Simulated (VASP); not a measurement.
## TiN (titanium nitride): relaxation of cell and atoms with PBE

The system is TiN (titanium nitride).

```
CELL_PARAMETERS angstrom
0.00000 2.12200 2.12200
2.12200 0.00000 2.12200
2.12200 2.12200 0.00000
ATOMIC_POSITIONS crystal
Ti 0.00000 0.00000 0.00000
N 0.50000 0.50000 0.50000
```

```json
{
  "Program": "VASP 6.6.1",
  "Task": "relaxation of cell and atoms",
  "Functional": "PBE",
  "Potentials or basis": "VASP PAW PBE potentials, release 64 (Ti_sv, N)",
  "Cutoff": "600 eV",
  "k mesh": "16 × 16 × 16",
  "Occupations": "gaussian, width 0.1 eV",
  "Spin": "no spin polarisation",
  "Dipole correction": "no",
  "Further INCAR settings": "ALGO = Normal; EDIFF = 1e-06; IBRION = 2; EDIFFG = -0.002; NSW = 80; ISIF = 3"
}
```

| Item | Value |
| --- | --- |
| Relaxed volume | 9.58 Å³/atom |
| Relaxed cell | a = 3.004 Å, b = 3.004 Å, c = 3.004 Å, α = 60.00°, β = 60.00°, γ = 60.00° |
| Space group after relaxing (to 0.05 Å) | Fm-3m (No. 225) |
| Energy gained by relaxing | 0.1 meV/atom |
| Ionic steps | 4 |
| Pressure after relaxing | 0.0 GPa |

The path:
```tsv
step	energy change (eV)	largest force (eV/Å)	pressure (GPa)	volume (Å³)
1	0.0000	0.0000	0.89	19.11
2	0.0001	0.0000	-1.07	19.26
3	-0.0002	0.0000	-0.04	19.17
4	-0.0002	0.0000	0.02	19.17
```

Final structure:
```
Ti N
1.0
     0.00000    2.12415    2.12415
     2.12415    0.00000    2.12415
     2.12415    2.12415    0.00000
Ti N
1 1
Direct
  0.00000 0.00000 0.00000
  0.50000 0.50000 0.50000
```

Levels at points of the mesh, in eV from the Fermi level:
```tsv
k point	band 4	band 5	band 6	band 7	band 8	band 9	band 10	band 11	band 12
(0.00, 0.00, 0.00)	-33.87	-17.08	-2.04	-2.04	-2.04	-0.62	-0.62	-0.62	0.57
(0.50, 0.00, 0.00)	-33.92	-14.64	-8.05	-5.46	-5.46	1.66	1.66	2.33	5.68
(0.50, 0.50, 0.00)	-34.07	-15.67	-5.83	-3.23	-3.23	-3.05	1.62	2.36	2.36
```

It took 2.1 min on 1 thread of AMD EPYC 7R43 64-Core Processor (Zen 3) (shared host), peak memory 0.14 GiB.

PBE usually gives volumes a little too large and moduli too small. Zero-point motion and thermal expansion aren't in these numbers.
